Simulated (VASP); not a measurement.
Here is a VASP 6.6.1 calculation.

The input INCAR:

```
PREC     = Accurate       # precision mode
ENCUT    = 600            # plane-wave cutoff, eV
EDIFF    = 1E-6           # SCF threshold, eV
ISMEAR   = 0              # smearing method
SIGMA    = 0.1            # smearing width, eV
LREAL    = F              # projectors in reciprocal space
LASPH    = T              # aspherical terms in the spheres
NELM     = 60             # most SCF steps
ALGO     = Normal         # electronic algorithm
ISIF     = 3              # what is computed and relaxed
LWAVE    = F              # write WAVECAR
LCHARG   = F              # write CHGCAR
GGA      = PE             # functional
IBRION   = 2              # ionic algorithm
NSW      = 90             # ionic steps
EDIFFG   = -0.04          # ionic threshold
```

File KPOINTS:

```
Automatic mesh
0
Gamma
  3 3 6
```

The input POSCAR:

```
Mg5O
1.0
    7.0309743578      0.0000000000      0.0000000000
   -3.5154871789      6.0890024072      0.0000000000
    0.0000000000      0.0000000000      2.9580215111
Mg O
5 1
Direct
    0.0000000000      0.2374141463      0.0000000000
    0.7625858537      0.7625858537      0.0000000000
    0.2374141463      0.0000000000      0.0000000000
    0.6666666667      0.3333333333      0.5000000000
    0.3333333333      0.6666666667      0.5000000000
    0.0000000000      0.0000000000      0.5000000000
```

Potentials or basis: VASP PAW PBE potentials, release 64 (Mg, O).

Launch:

```console
$ cat potpaw_PBE.64/Mg/POTCAR potpaw_PBE.64/O/POTCAR > POTCAR
$ mpirun -np 1 vasp_std > vasp.out
```

Task: Estimate the space group after relaxing (to 0.1 Å).

Result: P-62m (No. 189).

Task: Predict the relaxed volume.

Result: 21.00 Å³/atom.

Stress tensor (GPa, compression positive):
```
 0.10  0.00  0.00
 0.00  0.10  0.00
 0.00  0.00 -0.04
```
